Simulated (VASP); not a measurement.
# Si3W2 (Pm-3m) in VASP: single point with PBE

Aim: the single point of Si3W2 with PBE.

Program: VASP 6.6.1. These are calculated values, not measurements. Logs are shortened: lines on timing, memory, paths and dates and some standing lists are left out, and cuts for length are marked.

## Step 1: The cell of the first run

The structure is cubic, space group Pm-3m (No. 221). The conventional cell has a = 9.478 Å, b = 9.478 Å, c = 9.478 Å, α = 90.00°, β = 90.00°, γ = 90.00°. Within 3.1 Å of Si (site symmetry 4mm) lie 2 W at 2.35 to 2.39 Å. Within 3.1 Å of W (site symmetry 4/mmm) lie 2 Si at 2.35 Å. W (site symmetry m-3m) has 6 Si at 2.39 Å within 3.2 Å.

## Step 2: Single point, PBE

INCAR reads:

```
ALGO = Normal
EDIFF = 1E-6
ENCUT = 520
GGA = PE
ISIF = 2
ISMEAR = 0
LASPH = T
LCHARG = F
LREAL = F
LWAVE = F
NBANDS = 51
NELM = 100
PREC = Accurate
SIGMA = 0.1
```

KPOINTS reads:

```
k-points
0
Gamma
  4 4 4
```

POSCAR reads:

```
Si3W2
1.0
    9.4784446293      0.0000000000      0.0000000000
    0.0000000000      9.4784446293      0.0000000000
    0.0000000000      0.0000000000      9.4784446293
Si W
6 4
Direct
    0.2517060282      0.0000000000      0.0000000000
    0.7482939718      0.0000000000      0.0000000000
    0.0000000000      0.2517060282      0.0000000000
    0.0000000000      0.7482939718      0.0000000000
    0.0000000000      0.0000000000      0.2517060282
    0.0000000000      0.0000000000      0.7482939718
    0.5000000000      0.0000000000      0.0000000000
    0.0000000000      0.5000000000      0.0000000000
    0.0000000000      0.0000000000      0.5000000000
    0.0000000000      0.0000000000      0.0000000000
```

Potentials or basis: VASP PAW PBE potentials, release 64 (Si, W_sv).

Run with:

```
> cat potpaw_PBE.64/Si/POTCAR potpaw_PBE.64/W_sv/POTCAR > POTCAR
> mpirun -np 1 vasp_std > vasp.out
```

OUTCAR:

```text
EDIFF = 1E-6
   ENCUT = 520
   GGA = PE
   ISIF = 2
   ISMEAR = 0
   LASPH = T
   LREAL = F
   NELM = 100
   PREC = Accurate

 ion  position               nearest neighbor table
   1  0.252  0.000  0.000-   7 2.35  10 2.39
   2  0.748  0.000  0.000-   7 2.35  10 2.39
   3  0.000  0.252  0.000-   8 2.35  10 2.39
   4  0.000  0.748  0.000-   8 2.35  10 2.39
   5  0.000  0.000  0.252-   9 2.35  10 2.39
   6  0.000  0.000  0.748-   9 2.35  10 2.39
   7  0.500  0.000  0.000-   1 2.35   2 2.35
   8  0.000  0.500  0.000-   3 2.35   4 2.35
   9  0.000  0.000  0.500-   5 2.35   6 2.35
  10  0.000  0.000  0.000-   1 2.39   2 2.39   3 2.39   4 2.39   5 2.39   6 2.39

  LATTYP: Found a simple cubic cell.
 ALAT       =     9.4784446293

  Lattice vectors:

 A1 = (   9.4784446293,   0.0000000000,   0.0000000000)
 A2 = (   0.0000000000,   9.4784446293,   0.0000000000)
 A3 = (   0.0000000000,   0.0000000000,   9.4784446293)

Analysis of symmetry for initial positions (statically):
=====================================================================
 Subroutine PRICEL returns:
 Original cell was already a primitive cell.

 Routine SETGRP: Setting up the symmetry group for a
 simple cubic supercell.

 Subroutine GETGRP returns: Found 48 space group operations
 (whereof 48 operations were pure point group operations)
 out of a pool of 48 trial point group operations.

The static configuration has the point symmetry O_h .

Analysis of symmetry for dynamics (positions and initial velocities):
=====================================================================
 Subroutine PRICEL returns:
 Original cell was already a primitive cell.

 Routine SETGRP: Setting up the symmetry group for a
 simple cubic supercell.

 Subroutine GETGRP returns: Found 48 space group operations
 (whereof 48 operations were pure point group operations)
 out of a pool of 48 trial point group operations.

The dynamic configuration has the point symmetry O_h .

 Subroutine INISYM returns: Found 48 space group operations
 (whereof 48 operations are pure point group operations),
 and found     1 'primitive' translations

----------------------------------------------------------------------------------------

                                     Primitive cell

  volume of cell :     851.5521

  direct lattice vectors                    reciprocal lattice vectors
     9.478444629  0.000000000  0.000000000     0.105502542  0.000000000  0.000000000
     0.000000000  9.478444629  0.000000000     0.000000000  0.105502542  0.000000000
     0.000000000  0.000000000  9.478444629     0.000000000  0.000000000  0.105502542

  length of vectors
     9.478444629  9.478444629  9.478444629     0.105502542  0.105502542  0.105502542

  position of ions in fractional coordinates (direct lattice)
     0.251706028  0.000000000  0.000000000
     0.748293972  0.000000000  0.000000000
     0.000000000  0.251706028  0.000000000
     0.000000000  0.748293972  0.000000000
     0.000000000  0.000000000  0.251706028
     0.000000000  0.000000000  0.748293972
     0.500000000  0.000000000  0.000000000
     0.000000000  0.500000000  0.000000000
     0.000000000  0.000000000  0.500000000
     0.000000000  0.000000000  0.000000000

  ion indices of the primitive-cell ions
   primitive index   ion index
                 1           1
                 2           2
                 3           3
                 4           4
                 5           5
                 6           6
                 7           7
                 8           8
                 9           9
                10          10

----------------------------------------------------------------------------------------

 KPOINTS: k-points

Automatic generation of k-mesh.
 Grid dimensions read from file:
 generate k-points for:    4    4    4

 Generating k-lattice:

  Cartesian coordinates                     Fractional coordinates (reciprocal lattice)
     0.026375635  0.000000000  0.000000000     0.250000000  0.000000000  0.000000000
     0.000000000  0.026375635  0.000000000     0.000000000  0.250000000  0.000000000
     0.000000000  0.000000000  0.026375635     0.000000000  0.000000000  0.250000000

  Length of vectors
     0.026375635  0.026375635  0.026375635

  Shift w.r.t. Gamma in fractional coordinates (k-lattice)
     0.000000000  0.000000000  0.000000000

 Subroutine IBZKPT returns following result:
 ===========================================

 Found     10 irreducible k-points:

 Following reciprocal coordinates:
            Coordinates               Weight
  0.000000  0.000000  0.000000      1.000000
  0.250000  0.000000  0.000000      6.000000
  0.500000  0.000000  0.000000      3.000000
  0.250000  0.250000  0.000000     12.000000
  0.500000  0.250000  0.000000     12.000000
  0.500000  0.500000  0.000000      3.000000
  0.250000  0.250000  0.250000      8.000000
  0.500000  0.250000  0.250000     12.000000
  0.500000  0.500000  0.250000      6.000000
  0.500000  0.500000  0.500000      1.000000
   k-points           NKPTS =     10   k-points in BZ     NKDIM =     10   number of bands    NBANDS=     51
   number of dos      NEDOS =    301   number of ions     NIONS =     10
   total plane-waves  NPLWV = 343000
   dimension x,y,z NGX =    70 NGY =   70 NGZ =   70
   dimension x,y,z NGXF=   140 NGYF=  140 NGZF=  140
   ions per type =               6   4
   NGX,Y,Z   is equivalent  to a cutoff of  12.28, 12.28, 12.28 a.u.
   NGXF,Y,Z  is equivalent  to a cutoff of  24.56, 24.56, 24.56 a.u.
 SYSTEM =  unknown system
   PREC   = accura    normal or accurate (medium, high low for compatibility)
   ISTART =      0    job   : 0-new  1-cont  2-samecut
   ICHARG =      2    charge: 1-file 2-atom 10-const
   ISPIN  =      1    spin polarized calculation?
   LNONCOLLINEAR =      F non collinear calculations
   LSORBIT =      F    spin-orbit coupling
   LASPH  =      T    aspherical Exc in radial PAW
   ENCUT  =  520.0 eV  38.22 Ry    6.18 a.u.  17.62 17.62 17.62*2*pi/ulx,y,z
   NELM   =    100;   NELMIN=  2; NELMDL= -5     # of ELM steps
   EDIFF  = 0.1E-05   stopping-criterion for ELM
   LREAL  =      F    real-space projection
   EDIFFG = 0.1E-04   stopping-criterion for IOM
   NSW    =      0    number of steps for IOM
   IBRION =     -1    ionic relax: 0-MD 1-quasi-New 2-CG
   NFREE  =      0    steps in history (QN), initial steepest desc. (CG)
   ISIF   =      2    stress and relaxation
   ISYM   =      2    0-nonsym 1-usesym 2-fastsym
   POTIM  = 0.5000    time-step for ionic-motion
   TEBEG  =    0.0;   TEEND  =   0.0 temperature during run
   PSTRESS=    0.0 pullay stress
   NELECT =      80.0000    total number of electrons
   NUPDOWN=      -1.0000    fix difference up-down
   EMIN   =  10.00;   EMAX   =-10.00  energy-range for DOS
   EFERMI =   0.00;   METHOD = LEGACY
   ISMEAR =     0;   SIGMA  =   0.10  broadening in eV -4-tet -1-fermi 0-gaus
   EFERMI_NEDOS =   21; number of points for ismear=-14 and -15
   IALGO  =     38    algorithm
   IMIX   =      4    mixing-type and parameters
     AMIX     =   0.40;   BMIX     =  1.00
     AMIX_MAG =   1.60;   BMIX_MAG =  1.00
  volume/ion in A,a.u.               =      85.16       574.66
  Fermi-wavevector in a.u.,A,eV,Ry     =   0.744220  1.406371  7.535760  0.553863
  Thomas-Fermi vector in A             =   1.839520
   LORBIT       =      0    0 simple, 1 ext, 2 COOP (PROOUT), +10 PAW based schemes
   GGA     = PE    functional components
   LHFCALC =     F    Hartree Fock is set to
   AEXX    =    0.0000 exact exchange contribution
   IVDW    =     0    specifies the selected vdW correction
   LEPSILON=     F    determine dielectric tensor
   LRPA    =     F    only Hartree local field effects (RPA)
 non-spin polarized calculation
 Gauss-broadening in eV      SIGMA  =   0.10
  energy-cutoff  :      520.00
  volume of cell :      851.55
 maximum number of plane-waves:     23024
   NGX = 35   NGY = 35   NGZ = 35

 number of electron      80.0000003 magnetization

 Free energy of the ion-electron system (eV)
  ---------------------------------------------------
  ext. energy  EPLUGINS =         0.00000000
  ---------------------------------------------------
  free energy    TOTEN  =       -55.34955463 eV

  energy without entropy =      -55.17613659  energy(sigma->0) =      -55.26284561

 E-fermi :  -2.1698     XC(G=0):  -4.1831

 val. band max:       -2.2370817987   @ k =   0.5000   0.0000   0.0000
 cond. band min:      -2.1003676921   @ k =   0.5000   0.5000   0.5000
 fundamental gap:      0.1367141066
 Fermi energy:        -2.1697900856

 k-point     1 :       0.0000    0.0000    0.0000
  band No.  band energies     occupation
      1     -76.0653      2.00000
      2     -76.0653      2.00000
      3     -76.0653      2.00000
      4     -74.8980      2.00000
      5     -40.6649      2.00000
      6     -40.6649      2.00000
[... 43 lines left out ...]
     50      -0.6582      0.00000
     51      -0.6582      0.00000

 k-point     2 :       0.2500    0.0000    0.0000
  band No.  band energies     occupation
      1     -76.0653      2.00000
      2     -76.0653      2.00000
      3     -76.0653      2.00000
      4     -74.8980      2.00000
      5     -40.6649      2.00000
      6     -40.6649      2.00000
[... 43 lines left out ...]
     50      -1.0083      0.00000
     51      -0.6047      0.00000

 k-point     3 :       0.5000    0.0000    0.0000
  band No.  band energies     occupation
      1     -76.0653      2.00000
      2     -76.0653      2.00000
      3     -76.0653      2.00000
      4     -74.8980      2.00000
      5     -40.6649      2.00000
      6     -40.6649      2.00000
[... 43 lines left out ...]
     50      -0.9367      0.00000
     51      -0.4508      0.00000

 k-point     4 :       0.2500    0.2500    0.0000
  band No.  band energies     occupation
      1     -76.0653      2.00000
      2     -76.0653      2.00000
      3     -76.0652      2.00000
      4     -74.8980      2.00000
      5     -40.6649      2.00000
      6     -40.6649      2.00000
[... 43 lines left out ...]
     50      -0.8413      0.00000
     51      -0.8004      0.00000

 k-point     5 :       0.5000    0.2500    0.0000
  band No.  band energies     occupation
      1     -76.0653      2.00000
      2     -76.0653      2.00000
      3     -76.0653      2.00000
      4     -74.8980      2.00000
      5     -40.6649      2.00000
      6     -40.6649      2.00000
[... 43 lines left out ...]
     50      -0.7394      0.00000
     51      -0.4613      0.00000

 k-point     6 :       0.5000    0.5000    0.0000
  band No.  band energies     occupation
      1     -76.0653      2.00000
      2     -76.0653      2.00000
      3     -76.0653      2.00000
      4     -74.8980      2.00000
      5     -40.6649      2.00000
      6     -40.6649      2.00000
[... 43 lines left out ...]
     50      -0.4490      0.00000
     51      -0.4322      0.00000

 k-point     7 :       0.2500    0.2500    0.2500
  band No.  band energies     occupation
      1     -76.0653      2.00000
      2     -76.0653      2.00000
      3     -76.0653      2.00000
      4     -74.8980      2.00000
      5     -40.6649      2.00000
      6     -40.6649      2.00000
[... 43 lines left out ...]
     50      -0.7808      0.00000
     51      -0.7807      0.00000

 k-point     8 :       0.5000    0.2500    0.2500
  band No.  band energies     occupation
      1     -76.0653      2.00000
      2     -76.0653      2.00000
      3     -76.0653      2.00000
      4     -74.8980      2.00000
      5     -40.6649      2.00000
      6     -40.6649      2.00000
[... 43 lines left out ...]
     50      -0.8242      0.00000
     51      -0.4637      0.00000

 k-point     9 :       0.5000    0.5000    0.2500
  band No.  band energies     occupation
      1     -76.0653      2.00000
      2     -76.0653      2.00000
      3     -76.0653      2.00000
      4     -74.8980      2.00000
      5     -40.6649      2.00000
      6     -40.6649      2.00000
[... 43 lines left out ...]
     50      -0.4626      0.00000
     51      -0.4296      0.00000

 k-point    10 :       0.5000    0.5000    0.5000
  band No.  band energies     occupation
      1     -76.0652      2.00000
      2     -76.0652      2.00000
      3     -76.0652      2.00000
      4     -74.8980      2.00000
      5     -40.6649      2.00000
      6     -40.6649      2.00000
[... 43 lines left out ...]
     50      -0.4275      0.00000
     51      -0.4275      0.00000

------------------------ aborting loop because EDIFF is reached ----------------------------------------

  FORCE on cell =-STRESS in cart. coord.  units (eV):
  Direction    XX          YY          ZZ          XY          YZ          ZX
  --------------------------------------------------------------------------------------
  -------------------------------------------------------------------------------------
  Total        0.0405240      0.0405240      0.0405240     -0.0000000      0.0000000     -0.0000000
  in kB        0.0762450      0.0762450      0.0762450     -0.0000000      0.0000000     -0.0000000
  external PRESSURE =       0.0762450 kB  Pullay stress =       0.0000000 kB

 VOLUME and BASIS-vectors are now :
 -----------------------------------------------------------------------------
  energy-cutoff  :      520.00
  volume of cell :      851.55
      direct lattice vectors                 reciprocal lattice vectors
     9.478444629  0.000000000  0.000000000     0.105502542  0.000000000  0.000000000
     0.000000000  9.478444629  0.000000000     0.000000000  0.105502542  0.000000000
     0.000000000  0.000000000  9.478444629     0.000000000  0.000000000  0.105502542

 POSITION                                       TOTAL-FORCE (eV/Angst)
 -----------------------------------------------------------------------------------
      2.38578      0.00000      0.00000        -0.013481     -0.000000      0.000000
      7.09266      0.00000      0.00000         0.013481      0.000000     -0.000000
      0.00000      2.38578      0.00000        -0.000000     -0.013481      0.000000
      0.00000      7.09266      0.00000        -0.000000      0.013481     -0.000000
      0.00000      0.00000      2.38578        -0.000000     -0.000000     -0.013481
      0.00000      0.00000      7.09266        -0.000000      0.000000      0.013481
      4.73922      0.00000      0.00000        -0.000000      0.000000      0.000000
      0.00000      4.73922      0.00000        -0.000000      0.000000      0.000000
      0.00000      0.00000      4.73922        -0.000000      0.000000      0.000000
      0.00000      0.00000      0.00000        -0.000000      0.000000      0.000000
 -----------------------------------------------------------------------------------
    total drift:                                0.000000      0.000000      0.000000

  FREE ENERGIE OF THE ION-ELECTRON SYSTEM (eV)
  ---------------------------------------------------
  free  energy   TOTEN  =       -55.3495546287 eV

  energy  without entropy=      -55.1761365881  energy(sigma->0) =      -55.26284561
```

Wall time 22 min (1 thread of Oxide Virtual Turin-like, shared host); peak memory 0.82 GiB.

Results:

| Quantity | Value |
| --- | --- |
| Free energy | -55.3496 eV |
| Pressure | 0.0 GPa |
| Largest force | 0.013 eV/Å |
| Band gap on the k mesh | zero (band 40 reaches -2.08 eV, above the bottom of band 41 at -2.10 eV) |

Forces in eV/Å, atoms in the order of the input:
```
Si  -0.013  0.000  0.000
Si   0.013  0.000  0.000
Si   0.000 -0.013  0.000
Si   0.000  0.013  0.000
Si   0.000  0.000 -0.013
Si   0.000  0.000  0.013
W    0.000  0.000  0.000
W    0.000  0.000  0.000
W    0.000  0.000  0.000
W    0.000  0.000  0.000
```

Caveat: spin-orbit coupling is left out, which moves the levels of the heavy elements.
